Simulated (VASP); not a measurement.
Here is a VASP 6.6.1 calculation.

INCAR

```
PREC = Accurate ; ENCUT = 600
EDIFF = 1E-6 ; ISMEAR = 0
SIGMA = 0.1 ; LREAL = F
LASPH = T ; NELM = 80
ALGO = Fast ; ISIF = 3
LWAVE = F ; LCHARG = F
IBRION = 2 ; NSW = 100
EDIFFG = -0.002
```

File KPOINTS:

```
Automatic mesh
0
Gamma
  16 16 16
```

The input POSCAR:

```
Sn
1.0
   -2.9161500000      2.9161500000      1.5911500000
    2.9161500000     -2.9161500000      1.5911500000
    2.9161500000      2.9161500000     -1.5911500000
Sn
2
Direct
    0.0000000000      0.0000000000      0.0000000000
    0.7500000000      0.2500000000      0.5000000000
```

Potentials or basis: VASP PAW LDA potentials, release 64 (Sn_d).

Command:

```bash
$ cat potpaw_LDA.64/Sn_d/POTCAR > POTCAR
$ mpirun -np 1 vasp_std > vasp.out
```

**Question.** What does it give for the relaxed cell?

**Answer.** a = 4.383 Å, b = 4.383 Å, c = 4.383 Å, α = 97.30°, β = 97.30°, γ = 138.24°.

**Question.** Predict the band gap on the k mesh.

**Answer.** Zero (bands 14 and 15 overlap by 4.41 eV).

**Question.** What does it give for the relaxed volume?

**Answer.** 26.20 Å³/atom.

**Question.** What does it give for the space group after relaxing (to 0.1 Å)?

**Answer.** I4_1/amd (No. 141).

Final structure:
```xyz
2
Lattice="-2.8957 2.8957 1.5623 2.8957 -2.8957 1.5623 2.8957 2.8957 -1.5623" Properties=species:S:1:pos:R:3 pbc="T T T"
Sn    0.0000    0.0000    0.0000
Sn    0.0000    2.8957    0.7811
```

Caveat: spin-orbit coupling is left out, which moves the levels of the heavy elements. Zero-point motion and thermal expansion aren't in these numbers.
